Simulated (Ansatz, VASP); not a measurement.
**Sc3Te: VASP beside Ansatz**

```
CELL_PARAMETERS angstrom
6.36170 0.00000 0.00000
-3.18085 5.50939 0.00000
0.00000 0.00000 5.10436
ATOMIC_POSITIONS crystal
Sc 0.33429 0.16715 0.75000
Sc 0.83285 0.16715 0.75000
Sc 0.83285 0.66571 0.75000
Sc 0.66571 0.83285 0.25000
Sc 0.16715 0.83285 0.25000
Sc 0.16715 0.33429 0.25000
Te 0.66667 0.33333 0.25000
Te 0.33333 0.66667 0.75000
```

Alike in both runs: task single point; functional PBE; dispersion D4; k mesh 4 × 4 × 5; occupations gaussian, width 0.15 eV; no spin polarisation.

|  | VASP | Ansatz |
| --- | --- | --- |
| version | VASP 6.6.1 | Ansatz 0.2.0 |
| potentials or method | VASP PAW PBE potentials, release 64 (Sc_sv, Te) | plane waves, PAW |
| plane-wave cutoff (eV) | 520 | 420 |
| valence electrons in the cell | 78 | 98 |

```csv
,VASP,Ansatz,Ansatz less VASP
rms of the force components (eV/Å),0.005,0.003,-0.0021
```

Atom by atom the forces differ by 0.002 eV/Å (rms over components). VASP's potentials hold 78 valence electrons a cell and Ansatz's 98, so a difference there can come from the potentials and not from the codes. Ansatz's warnings: structure snapped to symmetry.

Neither program's run includes spin-orbit coupling.
